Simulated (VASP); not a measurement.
Set up this calculation in VASP 6.6.1, as the native input.

```
Task                   : single point
Functional             : PBE
Potentials or basis    : VASP PAW PBE potentials, release 64 (Ba_sv, O)
Cutoff                 : 600 eV
k mesh                 : 6 × 6 × 6
Occupations            : gaussian, width 0.1 eV
Spin                   : no spin polarisation
Dipole correction      : no
Further INCAR settings : ALGO = Normal; EDIFF = 1e-06; NBANDS = 15
```

The structure of BaO lies in POSCAR:

```
BaO
1.0
    0.0000000000      2.6040030695      2.6040030695
    2.6040030695      0.0000000000      2.6040030695
    2.6040030695      2.6040030695      0.0000000000
Ba O
1 1
Direct
    0.0000000000      0.0000000000      0.0000000000
    0.5000000000      0.5000000000      0.5000000000
```

One way to write it, as run:

INCAR

```
SYSTEM = BaO
PREC     = Accurate       ! precision mode
ENCUT    = 600            ! plane-wave cutoff, eV
EDIFF    = 1E-6           ! SCF threshold, eV
ISMEAR   = 0              ! smearing method
SIGMA    = 0.1            ! smearing width, eV
LREAL    = .False.        ! projectors in reciprocal space
LASPH    = .True.         ! aspherical terms in the spheres
NELM     = 120            ! most SCF steps
ALGO     = Normal         ! electronic algorithm
ISIF     = 2              ! what is computed and relaxed
LWAVE    = .False.        ! write WAVECAR
LCHARG   = .True.         ! write CHGCAR
GGA      = PE             ! functional
LELF     = .True.         ! ELF
LVHAR    = .True.       
NBANDS   = 15             ! bands
GGA_COMPAT= .False.
```

KPOINTS

```
regular mesh
0
Gamma
  6 6 6
  0 0 0
```

Potentials or basis: VASP PAW PBE potentials, release 64 (Ba_sv, O).

The run is started by

```console
$ cat potpaw_PBE.64/Ba_sv/POTCAR potpaw_PBE.64/O/POTCAR > POTCAR
$ mpirun -np 1 vasp_std > vasp.out
```

Results of the run:

```json
{
 "Pressure": "26.0 GPa",
 "Band gap on the k mesh": "1.12 eV"
}
```

Caveat: the cell stands under pressure; spin-orbit coupling is left out, which moves the levels of the heavy elements.

It took 8.7 s on 1 thread of AMD EPYC 9R45 96-Core Processor (Zen 5), on a shared host, peak memory 0.14 GiB.
